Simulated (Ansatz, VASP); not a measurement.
# Si5O12: VASP beside Ansatz

File INCAR:

```
PREC     = Accurate       # precision mode
ENCUT    = 600            # plane-wave cutoff, eV
EDIFF    = 1E-6           # SCF threshold, eV
ISMEAR   = 0              # smearing method
SIGMA    = 0.1            # smearing width, eV
LREAL    = Auto         
LASPH    = T              # aspherical terms in the spheres
NELM     = 80             # most SCF steps
ALGO     = Normal         # electronic algorithm
ISIF     = 3              # what is computed and relaxed
LWAVE    = F              # write WAVECAR
LCHARG   = F              # write CHGCAR
GGA      = PE             # functional
IBRION   = 2              # ionic algorithm
NSW      = 45             # ionic steps
EDIFFG   = -0.04          # ionic threshold
ISYM     = 0
```

The input KPOINTS:

```
regular mesh
0
Gamma
  3 4 2
```

Contents of POSCAR:

```
Si5O12
1.0
   -3.1326736989      4.3716496764     -0.0068029612
    0.0016232672     -0.0076838500      4.8355083361
    8.3150162412      3.7463765316     -0.0038447612
Si O
5 12
Direct
    0.7719708119      0.0024199629      0.7600223964
    0.9095490973      0.6796879300      0.4997073848
    0.5776182073      0.6929563404      0.9991624603
    0.7389958648      0.2567510727      0.2465567576
    0.2654956672      0.3645817329      0.7338410477
    0.4155973337      0.9193817166      0.0845795810
    0.7559148569      0.7681527730      0.6291784492
    0.4990980861      0.0306867296      0.2358124778
    0.0278260051      0.1841475972      0.7682363699
    0.7252360174      0.4361471311      0.0946093156
    0.1749891841      0.5329935676      0.5772218058
    0.9987567715      0.0531638616      0.2782549668
    0.5124117237      0.1823309479      0.7200447401
    0.7333580395      0.4777389220      0.3802574437
    0.3436556591      0.5829769944      0.8717626123
    0.9751501104      0.9908254486      0.4346668789
    0.7862518650      0.8506716120      0.9212635751
```

Input for Ansatz:

```yaml
crystal:
  lattice:
    - [-3.1326736989, 4.3716496764, -0.0068029612]
    - [0.0016232672, -0.00768385, 4.8355083361]
    - [8.3150162412, 3.7463765316, -0.0038447612]
  atoms:
    - { symbol: Si, position: [0.7719708119, 0.0024199629, 0.7600223964] }
    - { symbol: Si, position: [0.9095490973, 0.67968793, 0.4997073848] }
    - { symbol: Si, position: [0.5776182073, 0.6929563404, 0.9991624603] }
    - { symbol: Si, position: [0.7389958648, 0.2567510727, 0.2465567576] }
    - { symbol: Si, position: [0.2654956672, 0.3645817329, 0.7338410477] }
    - { symbol: O, position: [0.4155973337, 0.9193817166, 0.084579581] }
    - { symbol: O, position: [0.7559148569, 0.768152773, 0.6291784492] }
    - { symbol: O, position: [0.4990980861, 0.0306867296, 0.2358124778] }
    - { symbol: O, position: [0.0278260051, 0.1841475972, 0.7682363699] }
    - { symbol: O, position: [0.7252360174, 0.4361471311, 0.0946093156] }
    - { symbol: O, position: [0.1749891841, 0.5329935676, 0.5772218058] }
    - { symbol: O, position: [0.9987567715, 0.0531638616, 0.2782549668] }
    - { symbol: O, position: [0.5124117237, 0.1823309479, 0.7200447401] }
    - { symbol: O, position: [0.7333580395, 0.477738922, 0.3802574437] }
    - { symbol: O, position: [0.3436556591, 0.5829769944, 0.8717626123] }
    - { symbol: O, position: [0.9751501104, 0.9908254486, 0.4346668789] }
    - { symbol: O, position: [0.786251865, 0.850671612, 0.9212635751] }
  symmetry: { detect: false }
basis:
  ecutwfc: 420
kpoints:
  mp_grid: { grid: [3, 4, 2] }
hamiltonian:
  xc: pbe
scf:
  occupations: { method: gaussian, width: 0.1 }
  lower_state_search: "off"
output:
  forces: true
  stress: true
  eigenvalues: true
relax:
  adjacent_minimum: "off"
  f_tol: 0.04
  max_steps: 25
  cell: { stress_tol: 0.3 }
```

Alike in both runs: task relaxation of cell and atoms; functional PBE; k mesh 3 × 4 × 2; occupations gaussian, width 0.1 eV; no spin polarisation.

```csv
,VASP,Ansatz
version,VASP 6.6.1,Ansatz 0.2.0
potentials or method,"VASP PAW PBE potentials, release 64 (Si, O), cutoff 600 eV","scalar-relativistic, plane waves, PAW"
valence electrons in the cell,92,92
```

Ansatz gave:

```
gap on the k mesh at the Fermi level, each at its own relaxed structure (eV) : 3.53
relaxed volume (Å³/atom)                                                     : 13.68
relaxed cell length with the largest relative difference (Å)                 : 9.120
```

Task: What did VASP give for the same quantities?

Result: gap on the k mesh at the Fermi level, each at its own relaxed structure (eV): 3.44; relaxed volume (Å³/atom): 13.67; relaxed cell length with the largest relative difference (Å): 9.134.
